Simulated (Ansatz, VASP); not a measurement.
AlN: VASP beside Ansatz

INCAR

```
SYSTEM = AlN
PREC = Accurate
ENCUT = 520
EDIFF = 1E-7
ISMEAR = 0
SIGMA = 0.05
LREAL = .FALSE.
LASPH = .TRUE.
NELM = 60
ALGO = Normal
ISIF = 2
LWAVE = .FALSE.
LCHARG = .FALSE.
GGA = PS
NBANDS = 36
```

Contents of KPOINTS:

```
regular mesh
0
G
  9 9 2
  0 0 0
```

File POSCAR:

```
AlN
1.0
    2.0226209166     -2.0226209166      0.0000000000
    2.0226209166      0.0000000000     -2.0226209166
   11.1244150413      6.5735179790      6.5735179790
Al N
6 6
Direct
    0.4479166667      0.4479166667      0.2916666667
   -0.0937500000     -0.0937500000      0.1250000000
   -0.0104166667     -0.0104166667      0.4583333333
    0.0729166667      0.0729166667      0.7916666667
    0.5312500000      0.5312500000      0.6250000000
   -0.3854166667     -0.3854166667      0.9583333333
    0.7187500000     -0.2812500000      0.3750000000
    0.1770833333      0.1770833333      0.2083333333
    0.2604166667      0.2604166667      0.5416666667
    0.3437500000      0.3437500000      0.8750000000
   -0.1979166667     -0.1979166667      0.7083333333
    0.6354166667      0.6354166667      0.0416666667
```

Input for Ansatz:

```yaml
crystal:
  lattice:
    - [2.0226209166, -2.0226209166, 0.0]
    - [2.0226209166, 0.0, -2.0226209166]
    - [11.1244150413, 6.573517979, 6.573517979]
  atoms:
    - { symbol: Al, position: [0.4479166667, 0.4479166667, 0.2916666667] }
    - { symbol: Al, position: [-0.09375, -0.09375, 0.125] }
    - { symbol: Al, position: [-0.0104166667, -0.0104166667, 0.4583333333] }
    - { symbol: Al, position: [0.0729166667, 0.0729166667, 0.7916666667] }
    - { symbol: Al, position: [0.53125, 0.53125, 0.625] }
    - { symbol: Al, position: [-0.3854166667, -0.3854166667, 0.9583333333] }
    - { symbol: "N", position: [0.71875, -0.28125, 0.375] }
    - { symbol: "N", position: [0.1770833333, 0.1770833333, 0.2083333333] }
    - { symbol: "N", position: [0.2604166667, 0.2604166667, 0.5416666667] }
    - { symbol: "N", position: [0.34375, 0.34375, 0.875] }
    - { symbol: "N", position: [-0.1979166667, -0.1979166667, 0.7083333333] }
    - { symbol: "N", position: [0.6354166667, 0.6354166667, 0.0416666667] }
basis:
  ecutwfc: 420
kpoints:
  mp_grid: { grid: [9, 9, 2] }
hamiltonian:
  xc: pbesol
scf:
  occupations: { method: gaussian, width: 0.05 }
output:
  forces: true
  stress: true
  eigenvalues: true
  write_density: true
  write_potential: true
  elf: true
  volumetric_format: npy
```

Alike in both runs: task single point; functional PBEsol; k mesh 9 × 9 × 2; occupations gaussian, width 0.05 eV; no spin polarisation.

```csv
,VASP,Ansatz
version,VASP 6.6.1,Ansatz 0.2.0
potentials or method,"VASP PAW PBE potentials, release 64 (Al, N), cutoff 520 eV","scalar-relativistic, plane waves, PAW"
valence electrons in the cell,48,48
```

Ansatz gave:

| Property | Result |
| --- | --- |
| gap on the k mesh at the Fermi level (eV) | 3.77 |
| least direct gap on the mesh (eV) | 4.41 |
| rms of the force components (eV/Å) | 12.409 |

**Question.** What did VASP give for the same quantities?

**Answer.** gap on the k mesh at the Fermi level (eV): 3.75; least direct gap on the mesh (eV): 4.41; rms of the force components (eV/Å): 11.750.

VASP's potentials were made for PBE, not for PBEsol. Atom by atom the forces differ by 0.659 eV/Å (rms over components). The functional is the same, so the differences come from potentials, cutoffs and numerics.
